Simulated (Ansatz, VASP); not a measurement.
Mn in VASP and in Ansatz

INCAR

```
  PREC = Accurate
  ENCUT = 520
  EDIFF = 1E-7
  ISMEAR = -1
  SIGMA = 0.05
  LREAL = F
  LASPH = T
  NELM = 150
  ALGO = Normal
  ISIF = 2
  LWAVE = F
  LCHARG = F
  ISPIN = 2
  MAGMOM = 2.088 -2.088
  LORBIT = 11
  LMAXMIX = 4
  GGA = PE
  NBANDS = 24
```

File KPOINTS:

```
Automatic mesh
0
Gamma
  12 12 12
```

POSCAR

```
Mn
1.0
    0.0000000000      2.6663681006      2.6663681006
    2.6663681006      0.0000000000      2.6663681006
    2.6663681006      2.6663681006      0.0000000000
Mn
2
Direct
    0.1250000000      0.1250000000      0.1250000000
    0.8750000000      0.8750000000      0.8750000000
```

Input for Ansatz:

```yaml
crystal:
  lattice:
    - [0.0, 2.6663681006, 2.6663681006]
    - [2.6663681006, 0.0, 2.6663681006]
    - [2.6663681006, 2.6663681006, 0.0]
  atoms:
    - { symbol: Mn, position: [0.125, 0.125, 0.125], spin: 2.088 }
    - { symbol: Mn, position: [0.875, 0.875, 0.875], spin: -2.088 }
hamiltonian:
  xc: pbe
  pseudopotentials:
    kind: paw
    azcp:
      Mn: "pseudopotentials/Mn.paw.azcp"
basis:
  ecutwfc: 420
  fft_grid_basis: typed
kpoints:
  mp_grid: { grid: [12, 12, 12], shift: [0, 0, 0] }
magnetization:
  spin_polarized: true
scf:
  occupations: { method: fermi_dirac, width: 0.05 }
  lower_state_search: "off"
output:
  stress: true
```

Alike in both runs: task single point; functional PBE; k mesh 12 × 12 × 12; occupations fermi-dirac, width 0.05 eV; collinear spin.

|  | VASP | Ansatz |
| --- | --- | --- |
| version | VASP 6.6.1 | Ansatz 0.2.0 |
| potentials or method | VASP PAW PBE potentials, release 64 (Mn_pv), cutoff 520 eV | plane waves (420 eV) with PAW, scalar-relativistic |
| valence electrons in the cell | 26 | 30 |

```csv
,VASP,Ansatz,Ansatz less VASP
pressure (GPa),-4.1,-4.4,-0.30
net moment per atom (μB),0.00,0.00,0.000
size of the moment on the site where the two differ most (μB),2.77,2.60,-0.175
```

Site moments also hang on the region over which each program counts them. With one functional, cell and mesh, what is left measures potentials, basis and numerics. VASP's potentials hold 26 valence electrons a cell and Ansatz's 30, so a difference there can come from the potentials and not from the codes.
